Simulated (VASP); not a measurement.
# GaN (F-43m) in VASP: notebook

Runs on GaN. Level: PBE. Tasks: relaxation of cell and atoms.

All numbers are computed with VASP 6.6.1; they aren't measurements. Logs are shortened: lines on timing, memory, paths and dates and some standing lists are left out, and cuts for length are marked.

### Step 1. The cell of the first run

The structure is cubic, space group F-43m (No. 216). Conventional cell: a = 4.548 Å, b = 4.548 Å, c = 4.548 Å, α = 90.00°, β = 90.00°, γ = 90.00°. Within 2.6 Å of Ga (site symmetry -43m) lie 4 N at 1.97 Å. N (site symmetry -43m) has 4 Ga at 1.97 Å within 2.6 Å.

### Step 2. Relaxation of cell and atoms, PBE

INCAR reads:

```
SYSTEM = GaN
PREC = Accurate
ENCUT = 600
EDIFF = 1E-6
ISMEAR = 0
SIGMA = 0.01
LREAL = .False.
LASPH = .True.
NELM = 100
ALGO = Normal
ISIF = 3
LWAVE = .False.
LCHARG = .False.
GGA = PE
IBRION = 2
NSW = 80
EDIFFG = -0.001
```

KPOINTS reads:

```
Automatic mesh
0
Gamma
  10 10 10
  0 0 0
```

POSCAR reads:

```
GaN
1.0
    0.0000000000      2.2742384953      2.2742384953
    2.2742384953      0.0000000000      2.2742384953
    2.2742384953      2.2742384953      0.0000000000
Ga N
1 1
Direct
    0.0000000000      0.0000000000      0.0000000000
    0.7500000000      0.7500000000      0.7500000000
```

Potentials or basis: VASP PAW PBE potentials, release 64 (Ga_d, N).

Run with:

```bash
cat potpaw_PBE.64/Ga_d/POTCAR potpaw_PBE.64/N/POTCAR > POTCAR
mpirun -np 1 vasp_std > vasp.out
```

OUTCAR:

```text
SYSTEM = GaN
   PREC = Accurate
   ENCUT = 600
   EDIFF = 1E-6
   ISMEAR = 0
   LREAL = .False.
   LASPH = .True.
   NELM = 100
   ISIF = 3
   GGA = PE
   IBRION = 2
   NSW = 80
   EDIFFG = -0.001

 ion  position               nearest neighbor table
   1  0.000  0.000  0.000-   2 1.97   2 1.97   2 1.97   2 1.97
   2  0.750  0.750  0.750-   1 1.97   1 1.97   1 1.97   1 1.97

  LATTYP: Found a face centered cubic cell.
 ALAT       =     4.5484769906

  Lattice vectors:

 A1 = (   0.0000000000,   2.2742384953,   2.2742384953)
 A2 = (   2.2742384953,   0.0000000000,   2.2742384953)
 A3 = (   2.2742384953,   2.2742384953,   0.0000000000)

Analysis of symmetry for initial positions (statically):
=====================================================================
 Subroutine PRICEL returns:
 Original cell was already a primitive cell.

 Routine SETGRP: Setting up the symmetry group for a
 face centered cubic supercell.

 Subroutine GETGRP returns: Found 24 space group operations
 (whereof 24 operations were pure point group operations)
 out of a pool of 48 trial point group operations.

The static configuration has the point symmetry T_d .

Analysis of symmetry for dynamics (positions and initial velocities):
=====================================================================
 Subroutine PRICEL returns:
 Original cell was already a primitive cell.

 Routine SETGRP: Setting up the symmetry group for a
 face centered cubic supercell.

 Subroutine GETGRP returns: Found 24 space group operations
 (whereof 24 operations were pure point group operations)
 out of a pool of 48 trial point group operations.

The dynamic configuration has the point symmetry T_d .

 Subroutine INISYM returns: Found 24 space group operations
 (whereof 24 operations are pure point group operations),
 and found     1 'primitive' translations

----------------------------------------------------------------------------------------

                                     Primitive cell

  volume of cell :      23.5255

  direct lattice vectors                    reciprocal lattice vectors
     0.000000000  2.274238495  2.274238495    -0.219853811  0.219853811  0.219853811
     2.274238495  0.000000000  2.274238495     0.219853811 -0.219853811  0.219853811
     2.274238495  2.274238495  0.000000000     0.219853811  0.219853811 -0.219853811

  length of vectors
     3.216258924  3.216258924  3.216258924     0.380797971  0.380797971  0.380797971

[... 102 lines left out ...]
  Fermi-wavevector in a.u.,A,eV,Ry     =   1.497337  2.829557 30.504523  2.242019
  Thomas-Fermi vector in A             =   2.609238
   LORBIT       =      0    0 simple, 1 ext, 2 COOP (PROOUT), +10 PAW based schemes
   GGA     = PE    functional components
   LHFCALC =     F    Hartree Fock is set to
   AEXX    =    0.0000 exact exchange contribution
   IVDW    =     0    specifies the selected vdW correction
   LEPSILON=     F    determine dielectric tensor
   LRPA    =     F    only Hartree local field effects (RPA)
 conjugate gradient relaxation of ions
 non-spin polarized calculation
 Gauss-broadening in eV      SIGMA  =   0.01
  energy-cutoff  :      600.00
  volume of cell :       23.53
 maximum number of plane-waves:       801
 NGX is ok and might be reduce to    28
   NGX = 13   NGY = 13   NGZ = 13

--------------------------------------- Ionic step        1  -------------------------------------------

 number of electron      18.0000002 magnetization

 Free energy of the ion-electron system (eV)
  ---------------------------------------------------
  ext. energy  EPLUGINS =         0.00000000
  ---------------------------------------------------
  free energy    TOTEN  =       -12.15505529 eV

  energy without entropy =      -12.15505529  energy(sigma->0) =      -12.15505529

------------------------ aborting loop because EDIFF is reached ----------------------------------------

  FORCE on cell =-STRESS in cart. coord.  units (eV):
  Direction    XX          YY          ZZ          XY          YZ          ZX
  --------------------------------------------------------------------------------------
  -------------------------------------------------------------------------------------
  Total       -0.0091928     -0.0091928     -0.0091928      0.0000000      0.0000000      0.0000000
  in kB       -0.6260664     -0.6260664     -0.6260664      0.0000000      0.0000000      0.0000000
  external PRESSURE =      -0.6260664 kB  Pullay stress =       0.0000000 kB
[... 203 lines left out ...]
--------------------------------------- Ionic step        7  -------------------------------------------

 number of electron      18.0000002 magnetization

 Free energy of the ion-electron system (eV)
  ---------------------------------------------------
  ext. energy  EPLUGINS =         0.00000000
  ---------------------------------------------------
  free energy    TOTEN  =       -12.15505680 eV

  energy without entropy =      -12.15505680  energy(sigma->0) =      -12.15505680

 E-fermi :   5.0663     XC(G=0): -11.5227

 val. band max:        4.9906633357   @ k =   0.0000   0.0000   0.0000
 cond. band min:       6.5401690457   @ k =   0.0000   0.0000   0.0000
 fundamental gap:      1.5495057100
 Fermi energy:         5.0662511820

 k-point     1 :       0.0000    0.0000    0.0000
  band No.  band energies     occupation
      1     -10.7157      2.00000
      2      -8.4322      2.00000
      3      -8.4322      2.00000
      4      -8.4322      2.00000
      5      -8.1390      2.00000
      6      -8.1390      2.00000
      7       4.9907      2.00000
      8       4.9907      2.00000
      9       4.9907      2.00000
     10       6.5402      0.00000
     11      15.1227      0.00000
     12      15.1227      0.00000
     13      15.1227      0.00000
[... 354 lines left out ...]
  band No.  band energies     occupation
      1      -9.8370      2.00000
      2      -8.3083      2.00000
      3      -8.2256      2.00000
      4      -8.2255      2.00000
      5      -8.0831      2.00000
      6      -7.1826      2.00000
      7       0.0303      2.00000
      8       2.6014      2.00000
      9       2.9157      2.00000
     10       9.4060      0.00000
     11      11.9386      0.00000
     12      15.6637      0.00000
     13      17.6094      0.00000

 [... further k-points ...]

------------------------ aborting loop because EDIFF is reached ----------------------------------------

  FORCE on cell =-STRESS in cart. coord.  units (eV):
  Direction    XX          YY          ZZ          XY          YZ          ZX
  --------------------------------------------------------------------------------------
  -------------------------------------------------------------------------------------
  Total       -0.0001953     -0.0001953     -0.0001953     -0.0000000     -0.0000000      0.0000000
  in kB       -0.0133025     -0.0133025     -0.0133025     -0.0000000     -0.0000000      0.0000000
  external PRESSURE =      -0.0133025 kB  Pullay stress =       0.0000000 kB
[... 17 lines left out ...]
  FREE ENERGIE OF THE ION-ELECTRON SYSTEM (eV)
  ---------------------------------------------------
  free  energy   TOTEN  =       -12.1550568007 eV

  energy  without entropy=      -12.1550568007  energy(sigma->0) =      -12.15505680

 reached required accuracy - stopping structural energy minimisation
```

OSZICAR:

```text
N       E                     dE             d eps       ncg     rms          rms(c)
DAV:   1     0.975421219160E+02    0.97542E+02   -0.10643E+04  1280   0.267E+03
DAV:   2    -0.551879508794E+01   -0.10306E+03   -0.97841E+02  1405   0.394E+02
DAV:   3    -0.139522011052E+02   -0.84334E+01   -0.83748E+01  1352   0.983E+01
[... 34 lines left out ...]
DAV:   1    -0.121550569351E+02    0.93664E-06   -0.18067E-07   616   0.707E-03    0.175E-03
DAV:   2    -0.121550568619E+02    0.73201E-07   -0.47078E-08   626   0.681E-03
   6 F= -.12155057E+02 E0= -.12155057E+02  d E =-.156763E-05
       N       E                     dE             d eps       ncg     rms          rms(c)
DAV:   1    -0.121550568062E+02    0.12894E-06   -0.16748E-07   616   0.134E-02    0.469E-04
DAV:   2    -0.121550568007E+02    0.54724E-08   -0.32074E-08   626   0.477E-03
   7 F= -.12155057E+02 E0= -.12155057E+02  d E =-.150642E-05
```

Wall time 37 s (1 thread of Intel Xeon Platinum 8375C at 2.90GHz (Ice Lake), shared host); peak memory 0.17 GiB.

Results:

```
Free energy                            : -12.1551 eV
Relaxed volume                         : 11.76 Å³/atom
Relaxed cell                           : a = 3.216 Å, b = 3.216 Å, c = 3.216 Å, α = 60.00°, β = 60.00°, γ = 60.00°
Space group after relaxing (to 0.05 Å) : F-43m (No. 216)
Energy gained by relaxing              : 0.0 meV/atom
Ionic steps                            : 7
Pressure after relaxing                : 0.0 GPa
Band gap on the k mesh                 : 1.55 eV, direct
```

Final structure:
```
CELL_PARAMETERS angstrom
0.00000 2.27396 2.27396
2.27396 0.00000 2.27396
2.27396 2.27396 0.00000
ATOMIC_POSITIONS crystal
Ga 0.00000 0.00000 0.00000
N 0.75000 0.75000 0.75000
```

As with any semilocal functional, this PBE gap is likely too small.

### Step 3. Relaxation of cell and atoms, PBE, target pressure 2 GPa, at which the enthalpy is minimised

INCAR reads:

```
SYSTEM = GaN
ALGO     = Normal         ! electronic algorithm
EDIFF    = 1E-6           ! SCF threshold, eV
EDIFFG   = -0.001         ! ionic threshold
ENCUT    = 600            ! plane-wave cutoff, eV
GGA      = PE             ! functional
IBRION   = 2              ! ionic algorithm
ISIF     = 3              ! what is computed and relaxed
ISMEAR   = 0              ! smearing method
LASPH    = .TRUE.         ! aspherical terms in the spheres
LCHARG   = .FALSE.        ! write CHGCAR
LREAL    = .FALSE.        ! projectors in reciprocal space
LWAVE    = .FALSE.        ! write WAVECAR
NELM     = 60             ! most SCF steps
NSW      = 80             ! ionic steps
PREC     = Accurate       ! precision mode
PSTRESS  = 20.0         
SIGMA    = 0.01           ! smearing width, eV
```

KPOINTS reads:

```
k-points
0
G
  10 10 10
  0 0 0
```

POSCAR is that of step 2.

Potentials or basis: VASP PAW PBE potentials, release 64 (Ga_d, N).

Run with:

```bash
cat potpaw_PBE.64/Ga_d/POTCAR potpaw_PBE.64/N/POTCAR > POTCAR
mpirun -np 1 vasp_std > vasp.out
```

Run time: 49 s. Hardware: 1 thread of Intel Xeon Platinum 8375C at 2.90GHz (Ice Lake), shared host; peak memory 0.17 GiB.

The run converged. Its results:

- Free energy: -12.1533 eV
- Relaxed volume: 11.62 Å³/atom
- Relaxed cell: a = 3.203 Å, b = 3.203 Å, c = 3.203 Å, α = 60.00°, β = 60.00°, γ = 60.00°
- Space group after relaxing (to 0.05 Å): F-43m (No. 216)
- Energy change on relaxing (the enthalpy is what falls): +0.9 meV/atom
- Ionic steps: 6
- Pressure after relaxing: 2.0 GPa
- Band gap on the k mesh: 1.62 eV, direct

Step by step:
```csv
step,energy change (eV),largest force (eV/Å),pressure (GPa),volume (Å³)
1,0.0000,0.0000,-0.06,23.53
2,0.0060,0.0000,3.84,23.01
3,0.0016,0.0000,1.81,23.25
4,0.0019,0.0000,2.19,23.23
5,0.0018,0.0000,2.08,23.24
6,0.0017,0.0000,2.00,23.24
```

Final structure:
```yaml
crystal:
  lattice:
    - [0.00000, 2.26515, 2.26515]
    - [2.26515, 0.00000, 2.26515]
    - [2.26515, 2.26515, 0.00000]
  atoms:
    - { symbol: Ga, position: [0.00000, 0.00000, 0.00000] }
    - { symbol: N, position: [0.75000, 0.75000, 0.75000] }
```

Levels at points of the mesh, in eV from the valence-band top:
| k point | band 5 | band 6 | band 7 | band 8 | band 9 | band 10 | band 11 | band 12 | band 13 |
| --- | --- | --- | --- | --- | --- | --- | --- | --- | --- |
| (0.00, 0.00, 0.00) | -13.13 | -13.13 | 0.00 | 0.00 | 0.00 | 1.62 | 10.20 | 10.20 | 10.20 |
| (0.50, 0.00, 0.00) | -13.08 | -11.88 | -6.94 | -0.95 | -0.95 | 4.53 | 8.65 | 10.29 | 10.29 |
| (0.50, 0.50, 0.00) | -13.05 | -11.45 | -6.06 | -2.65 | -2.65 | 3.35 | 6.57 | 11.60 | 13.80 |

Caveat: the cell is relaxed towards a set pressure, so the enthalpy falls and the energy may rise.
